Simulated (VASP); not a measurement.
Input of a VASP 6.6.1 run:

INCAR

```
SYSTEM = Al3Cu2
ALGO = Normal ; EDIFF = 1E-6
ENCUT = 520 ; GGA = PS
ISIF = 2 ; ISMEAR = 0
LASPH = .TRUE. ; LCHARG = .TRUE.
LELF = .TRUE. ; LREAL = .FALSE.
LVHAR = .TRUE. ; LWAVE = .FALSE.
NBANDS = 24 ; NELM = 80
PREC = Accurate ; SIGMA = 0.05
```

KPOINTS

```
k-points
0
G
  9 9 8
  0 0 0
```

The input POSCAR:

```
Al3Cu2
1.0
    4.2494869478      0.0000000000      0.0000000000
   -2.1247434739      3.6801636498      0.0000000000
    0.0000000000      0.0000000000      5.1849947903
Al Cu
3 2
Direct
    0.0000000000      0.0000000000      0.0000000000
    0.3333333300      0.6666666700      0.3499253500
    0.6666666700      0.3333333300      0.6500746500
    0.3333333300      0.6666666700      0.8395121300
    0.6666666700      0.3333333300      0.1604878700
```

Potentials or basis: VASP PAW PBE potentials, release 64 (Al, Cu).

The run is started by

```sh
$ cat potpaw_PBE.64/Al/POTCAR potpaw_PBE.64/Cu/POTCAR > POTCAR
$ mpirun -np 1 vasp_std > vasp.out
```

Q: Estimate the band gap on the k mesh.

A: Zero (an odd number of electrons rules out a gap without spin polarisation).

Q: Estimate the largest force.

A: 0.056 eV/Å.

Q: Predict the pressure.

A: -9.4 GPa.

Stress tensor (GPa, compression positive):
```
-9.44  0.00  0.00
 0.00 -9.44  0.00
 0.00  0.00 -9.23
```

Caveat: the cell stands under tension; the PAW data sets were made with another functional, which shifts forces and pressure a little.
